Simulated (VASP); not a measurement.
# PtSe (zincblende type) (F-43m) in VASP: single point with PBEsol

Aim: the single point of PtSe (zincblende type) with PBEsol.

Everything below comes from runs of VASP 6.6.1. Logs are shortened: lines on timing, memory, paths and dates and some standing lists are left out, and cuts for length are marked.

## (1) The cell of the first run

The structure is cubic, space group F-43m (No. 216). Conventional cell: a = 5.614 Å, b = 5.614 Å, c = 5.614 Å, α = 90.00°, β = 90.00°, γ = 90.00°. Within 3.2 Å of Pt (site symmetry -43m) lie 4 Se at 2.43 Å. Se (site symmetry -43m) has 4 Pt at 2.43 Å within 3.2 Å.

## (2) Single point, PBEsol

The input, INCAR:

```
PREC = Accurate
ENCUT = 520
EDIFF = 1E-7
ISMEAR = -1
SIGMA = 0.1
LREAL = F
LASPH = T
NELM = 60
ALGO = Normal
ISIF = 2
LWAVE = F
LCHARG = F
GGA = PS
NBANDS = 15
```

The input, KPOINTS:

```
Automatic mesh
0
Gamma
  13 13 13
```

The input, POSCAR:

```
PtSe
1.0
    0.0000000000      2.8070242801      2.8070242801
    2.8070242801      0.0000000000      2.8070242801
    2.8070242801      2.8070242801      0.0000000000
Pt Se
1 1
Direct
    0.0000000000      0.0000000000      0.0000000000
    0.2500000000      0.2500000000      0.2500000000
```

Potentials or basis: VASP PAW PBE potentials, release 64 (Pt, Se).

On the command line:

```console
> cat potpaw_PBE.64/Pt/POTCAR potpaw_PBE.64/Se/POTCAR > POTCAR
> mpirun -np 1 vasp_std > vasp.out
```

OUTCAR:

```text
PREC = Accurate
   ENCUT = 520
   EDIFF = 1E-7
   ISMEAR = -1
   LREAL = F
   LASPH = T
   NELM = 60
   ISIF = 2
   GGA = PS

 ion  position               nearest neighbor table
   1  0.000  0.000  0.000-   2 2.43   2 2.43   2 2.43   2 2.43
   2  0.250  0.250  0.250-   1 2.43   1 2.43   1 2.43   1 2.43

  LATTYP: Found a face centered cubic cell.
 ALAT       =     5.6140485602

  Lattice vectors:

 A1 = (   0.0000000000,   2.8070242801,   2.8070242801)
 A2 = (   2.8070242801,   0.0000000000,   2.8070242801)
 A3 = (   2.8070242801,   2.8070242801,   0.0000000000)

Analysis of symmetry for initial positions (statically):
=====================================================================
 Subroutine PRICEL returns:
 Original cell was already a primitive cell.

 Routine SETGRP: Setting up the symmetry group for a
 face centered cubic supercell.

 Subroutine GETGRP returns: Found 24 space group operations
 (whereof 24 operations were pure point group operations)
 out of a pool of 48 trial point group operations.

The static configuration has the point symmetry T_d .

Analysis of symmetry for dynamics (positions and initial velocities):
=====================================================================
 Subroutine PRICEL returns:
 Original cell was already a primitive cell.

 Routine SETGRP: Setting up the symmetry group for a
 face centered cubic supercell.

 Subroutine GETGRP returns: Found 24 space group operations
 (whereof 24 operations were pure point group operations)
 out of a pool of 48 trial point group operations.

The dynamic configuration has the point symmetry T_d .

 Subroutine INISYM returns: Found 24 space group operations
 (whereof 24 operations are pure point group operations),
 and found     1 'primitive' translations

----------------------------------------------------------------------------------------

                                     Primitive cell

  volume of cell :      44.2353

  direct lattice vectors                    reciprocal lattice vectors
     0.000000000  2.807024280  2.807024280    -0.178124573  0.178124573  0.178124573
     2.807024280  0.000000000  2.807024280     0.178124573 -0.178124573  0.178124573
     2.807024280  2.807024280  0.000000000     0.178124573  0.178124573 -0.178124573

  length of vectors
     3.969731807  3.969731807  3.969731807     0.308520810  0.308520810  0.308520810

  position of ions in fractional coordinates (direct lattice)
     0.000000000  0.000000000  0.000000000
     0.250000000  0.250000000  0.250000000

  ion indices of the primitive-cell ions
   primitive index   ion index
                 1           1
                 2           2

----------------------------------------------------------------------------------------

 KPOINTS: Automatic mesh

Automatic generation of k-mesh.
 Grid dimensions read from file:
 generate k-points for:   13   13   13

 Generating k-lattice:

  Cartesian coordinates                     Fractional coordinates (reciprocal lattice)
    -0.013701890  0.013701890  0.013701890     0.076923077  0.000000000  0.000000000
     0.013701890 -0.013701890  0.013701890     0.000000000  0.076923077  0.000000000
     0.013701890  0.013701890 -0.013701890     0.000000000  0.000000000  0.076923077

  Length of vectors
     0.023732370  0.023732370  0.023732370

  Shift w.r.t. Gamma in fractional coordinates (k-lattice)
     0.000000000  0.000000000  0.000000000

 Subroutine IBZKPT returns following result:
 ===========================================

 Found     84 irreducible k-points:

 Following reciprocal coordinates:
            Coordinates               Weight
  0.000000  0.000000  0.000000      1.000000
  0.076923  0.000000  0.000000      8.000000
  0.153846  0.000000  0.000000      8.000000
  0.230769  0.000000  0.000000      8.000000
  0.307692  0.000000  0.000000      8.000000
  0.384615  0.000000  0.000000      8.000000
[... 16 lines left out ...]
  0.384615  0.153846  0.000000     24.000000
  0.461538  0.153846  0.000000     24.000000
 [... further k-points ...]
   k-points           NKPTS =     84   k-points in BZ     NKDIM =     84   number of bands    NBANDS=     15
   number of dos      NEDOS =    301   number of ions     NIONS =      2
   total plane-waves  NPLWV =  27000
   dimension x,y,z NGX =    30 NGY =   30 NGZ =   30
   dimension x,y,z NGXF=    60 NGYF=   60 NGZF=   60
   ions per type =               1   1
   NGX,Y,Z   is equivalent  to a cutoff of  12.56, 12.56, 12.56 a.u.
   NGXF,Y,Z  is equivalent  to a cutoff of  25.13, 25.13, 25.13 a.u.
 SYSTEM =  unknown system
   PREC   = accura    normal or accurate (medium, high low for compatibility)
   ISTART =      0    job   : 0-new  1-cont  2-samecut
   ICHARG =      2    charge: 1-file 2-atom 10-const
   ISPIN  =      1    spin polarized calculation?
   LNONCOLLINEAR =      F non collinear calculations
   LSORBIT =      F    spin-orbit coupling
   LASPH  =      T    aspherical Exc in radial PAW
   ENCUT  =  520.0 eV  38.22 Ry    6.18 a.u.   7.38  7.38  7.38*2*pi/ulx,y,z
   NELM   =     60;   NELMIN=  2; NELMDL= -5     # of ELM steps
   EDIFF  = 0.1E-06   stopping-criterion for ELM
   LREAL  =      F    real-space projection
   EDIFFG = 0.1E-05   stopping-criterion for IOM
   NSW    =      0    number of steps for IOM
   IBRION =     -1    ionic relax: 0-MD 1-quasi-New 2-CG
   NFREE  =      0    steps in history (QN), initial steepest desc. (CG)
   ISIF   =      2    stress and relaxation
   ISYM   =      2    0-nonsym 1-usesym 2-fastsym
   POTIM  = 0.5000    time-step for ionic-motion
   TEBEG  =    0.0;   TEEND  =   0.0 temperature during run
   PSTRESS=    0.0 pullay stress
   NELECT =      16.0000    total number of electrons
   NUPDOWN=      -1.0000    fix difference up-down
   EMIN   =  10.00;   EMAX   =-10.00  energy-range for DOS
   EFERMI =   0.00;   METHOD = LEGACY
   ISMEAR =    -1;   SIGMA  =   0.10  broadening in eV -4-tet -1-fermi 0-gaus
   EFERMI_NEDOS =   21; number of points for ismear=-14 and -15
   IALGO  =     38    algorithm
   IMIX   =      4    mixing-type and parameters
     AMIX     =   0.40;   BMIX     =  1.00
     AMIX_MAG =   1.60;   BMIX_MAG =  1.00
  volume/ion in A,a.u.               =      22.12       149.26
  Fermi-wavevector in a.u.,A,eV,Ry     =   1.166430  2.204233 18.511526  1.360559
  Thomas-Fermi vector in A             =   2.302943
   LORBIT       =      0    0 simple, 1 ext, 2 COOP (PROOUT), +10 PAW based schemes
   GGA     = PS    functional components
   LHFCALC =     F    Hartree Fock is set to
   AEXX    =    0.0000 exact exchange contribution
   IVDW    =     0    specifies the selected vdW correction
   LEPSILON=     F    determine dielectric tensor
   LRPA    =     F    only Hartree local field effects (RPA)
 non-spin polarized calculation
  energy-cutoff  :      520.00
  volume of cell :       44.24
 maximum number of plane-waves:      1243
 NGX is ok and might be reduce to    30
   NGX = 15   NGY = 15   NGZ = 15

 number of electron      16.0000000 magnetization

 Free energy of the ion-electron system (eV)
  ---------------------------------------------------
  ext. energy  EPLUGINS =         0.00000000
  ---------------------------------------------------
  free energy    TOTEN  =       -10.69233282 eV

  energy without entropy =      -10.63692942  energy(sigma->0) =      -10.66463112

 E-fermi :   5.4573     XC(G=0): -10.4705

 val. band max:        5.4374701079   @ k =  -0.2308   0.1538   0.0000
 cond. band min:       5.4852846328   @ k =   0.4615   0.1538   0.0769
 fundamental gap:      0.0478145250
 Fermi energy:         5.4573188626

 k-point     1 :       0.0000    0.0000    0.0000
  band No.  band energies     occupation
      1      -9.5875      2.00000
      2      -0.3622      2.00000
      3      -0.3622      2.00000
      4      -0.3622      2.00000
      5       2.4210      2.00000
      6       2.4210      2.00000
      7       6.1982      0.00121
      8       7.9226      0.00000
      9       7.9226      0.00000
     10       7.9226      0.00000
     11      12.1436      0.00000
     12      12.1436      0.00000
     13      12.1436      0.00000
     14      16.3895      0.00000
     15      18.7080      0.00000

 k-point     2 :       0.0769    0.0000    0.0000
  band No.  band energies     occupation
      1      -9.5475      2.00000
      2      -0.4196      2.00000
      3      -0.3373      2.00000
      4      -0.3373      2.00000
      5       2.4113      2.00000
      6       2.4113      2.00000
      7       6.1844      0.00139
      8       7.8036      0.00000
      9       7.8247      0.00000
     10       7.8247      0.00000
     11      11.9403      0.00000
     12      12.2578      0.00000
     13      12.2578      0.00000
     14      16.8491      0.00000
     15      18.0380      0.00000

 k-point     3 :       0.1538    0.0000    0.0000
  band No.  band energies     occupation
      1      -9.4347      2.00000
      2      -0.5602      2.00000
      3      -0.2700      2.00000
      4      -0.2700      2.00000
      5       2.3935      2.00000
      6       2.3935      2.00000
      7       5.8725      0.03099
      8       7.5547      0.00000
      9       7.5547      0.00000
     10       7.7318      0.00000
     11      11.6940      0.00000
     12      12.5519      0.00000
     13      12.5519      0.00000
     14      17.0579      0.00000
     15      17.5004      0.00000
[... 343 lines left out ...]
 k-point    23 :       0.3846    0.1538    0.0000
  band No.  band energies     occupation
      1      -8.9355      2.00000
      2      -0.9229      2.00000
      3      -0.0067      2.00000
      4       0.0915      2.00000
      5       2.2584      2.00000
      6       2.6331      2.00000
      7       3.7740      2.00000
      8       5.8178      0.05293
      9       5.9582      0.01327
     10       9.3327      0.00000
     11      11.7530      0.00000
     12      12.9942      0.00000
     13      13.9380      0.00000
     14      16.6618      0.00000
     15      18.4363      0.00000

 k-point    24 :       0.4615    0.1538    0.0000
  band No.  band energies     occupation
      1      -8.8097      2.00000
      2      -0.8521      2.00000
      3      -0.0222      2.00000
      4       0.1382      2.00000
      5       2.3732      2.00000
      6       2.6418      2.00000
      7       3.1055      2.00000
      8       5.5966      0.39807
      9       5.6772      0.19976
     10       9.3416      0.00000
     11      12.2093      0.00000
     12      13.5223      0.00000
     13      13.9180      0.00000
     14      16.8792      0.00000
     15      18.5732      0.00000

 [... further k-points ...]

------------------------ aborting loop because EDIFF is reached ----------------------------------------

  FORCE on cell =-STRESS in cart. coord.  units (eV):
  Direction    XX          YY          ZZ          XY          YZ          ZX
  --------------------------------------------------------------------------------------
  -------------------------------------------------------------------------------------
  Total        0.0196656      0.0196656      0.0196656      0.0000000      0.0000000      0.0000000
  in kB        0.7122758      0.7122758      0.7122758      0.0000000      0.0000000      0.0000000
  external PRESSURE =       0.7122758 kB  Pullay stress =       0.0000000 kB

 VOLUME and BASIS-vectors are now :
 -----------------------------------------------------------------------------
  energy-cutoff  :      520.00
  volume of cell :       44.24
      direct lattice vectors                 reciprocal lattice vectors
     0.000000000  2.807024280  2.807024280    -0.178124573  0.178124573  0.178124573
     2.807024280  0.000000000  2.807024280     0.178124573 -0.178124573  0.178124573
     2.807024280  2.807024280  0.000000000     0.178124573  0.178124573 -0.178124573

 POSITION                                       TOTAL-FORCE (eV/Angst)
 -----------------------------------------------------------------------------------
      0.00000      0.00000      0.00000        -0.000000     -0.000000      0.000000
      1.40351      1.40351      1.40351         0.000000      0.000000     -0.000000
 -----------------------------------------------------------------------------------
    total drift:                                0.000001      0.000001      0.000000

  FREE ENERGIE OF THE ION-ELECTRON SYSTEM (eV)
  ---------------------------------------------------
  free  energy   TOTEN  =       -10.6923328228 eV

  energy  without entropy=      -10.6369294189  energy(sigma->0) =      -10.66463112
```

Run time: 26 s. Hardware: 1 thread of Intel Xeon 6975P-C (Granite Rapids), shared host; peak memory 0.19 GiB.

What came out:

* Free energy: -10.6923 eV
* Pressure: 0.1 GPa
* Band gap on the k mesh: zero (band 8 reaches 7.92 eV, above the bottom of band 9 at 4.11 eV)

Caveat: the PAW data sets were made with another functional, which shifts forces and pressure a little; spin-orbit coupling is left out, which moves the levels of the heavy elements.
